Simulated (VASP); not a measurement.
Here is a VASP 6.6.1 calculation.

INCAR

```
SYSTEM = LiNbP2
ALGO = Normal ; EDIFF = 1E-6
ENCUT = 520 ; GGA = PE
ISIF = 2 ; ISMEAR = 0
LASPH = .TRUE. ; LCHARG = .FALSE.
LREAL = .FALSE. ; LWAVE = .FALSE.
NBANDS = 21 ; NELM = 80
PREC = Accurate ; SIGMA = 0.1
```

The input KPOINTS:

```
k-points
0
G
  12 12 8
  0 0 0
```

Contents of POSCAR:

```
LiNbP2
1.0
    3.6234661004      0.0000000000      0.0000000000
   -1.8117330502      3.1380136927      0.0000000000
    0.0000000000      0.0000000000      5.4420759205
Li Nb P
1 1 2
Direct
    0.0000000000      0.0000000000      0.0000000000
    0.0000000000      0.0000000000      0.5000000000
    0.3333333333      0.6666666667      0.2318538649
    0.3333333333      0.6666666667      0.7681461351
```

Potentials or basis: VASP PAW PBE potentials, release 64 (Li_sv, Nb_sv, P).

The run is started by

```sh
$ cat potpaw_PBE.64/Li_sv/POTCAR potpaw_PBE.64/Nb_sv/POTCAR potpaw_PBE.64/P/POTCAR > POTCAR
$ mpirun -np 1 vasp_std > vasp.out
```

**Question.** Predict the largest force.

**Answer.** 0.023 eV/Å.

**Question.** Estimate the band gap on the k mesh.

**Answer.** Zero (band 13 reaches 7.96 eV, above the bottom of band 14 at 7.89 eV).

Forces on the atoms (eV/Å):
```
Li   0.000  0.000  0.000
Nb   0.000  0.000  0.000
P    0.000  0.000  0.023
P    0.000  0.000 -0.023
```
